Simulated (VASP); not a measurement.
## Tl: single point with PBEsol

Tl:

```
Tl
1.0
     0.00000    2.79489    2.79489
     2.79489    0.00000    2.79489
     2.79489    2.79489    0.00000
Tl
2
Direct
  0.87500 0.87500 0.87500
  0.12500 0.12500 0.12500
```

This isn't the form of Tl at room conditions, which is hcp.

| Item | Value |
| --- | --- |
| Program | VASP 6.6.1 |
| Task | single point |
| Functional | PBEsol |
| Potentials or basis | VASP PAW PBE potentials, release 64 (Tl_d) |
| Cutoff | 520 eV |
| k mesh | 12 × 12 × 12 |
| Occupations | fermi-dirac, width 0.08 eV |
| Spin | no spin polarisation |
| Dipole correction | no |
| Further INCAR settings | ALGO = Normal; EDIFF = 1e-06; NBANDS = 20 |

```json
{
 "Pressure": "67.2 GPa",
 "Band gap on the k mesh": "zero (bands 13 and 14 overlap by 7.68 eV)"
}
```

Levels at points of the mesh, in eV from the Fermi level:
```
           k point  band 10  band 11  band 12  band 13  band 14  band 15  band 16  band 17
(0.00, 0.00, 0.00)   -11.14   -11.14     4.71     5.25     5.25     5.25     6.30     6.51
(0.50, 0.00, 0.00)   -11.17    -8.41    -6.71     2.04     2.04     4.51     6.30     7.74
(0.50, 0.50, 0.00)   -10.99    -6.74    -6.74    -1.28    -1.28     3.64     3.64    14.99
```

It took 24 s on 1 thread of AMD EPYC 9R45 96-Core Processor (Zen 5), with other jobs on the host, peak memory 0.17 GiB.

Caveat: the cell stands under pressure; the PAW data sets were made with another functional, which shifts forces and pressure a little; spin-orbit coupling is left out, which moves the levels of the heavy elements.
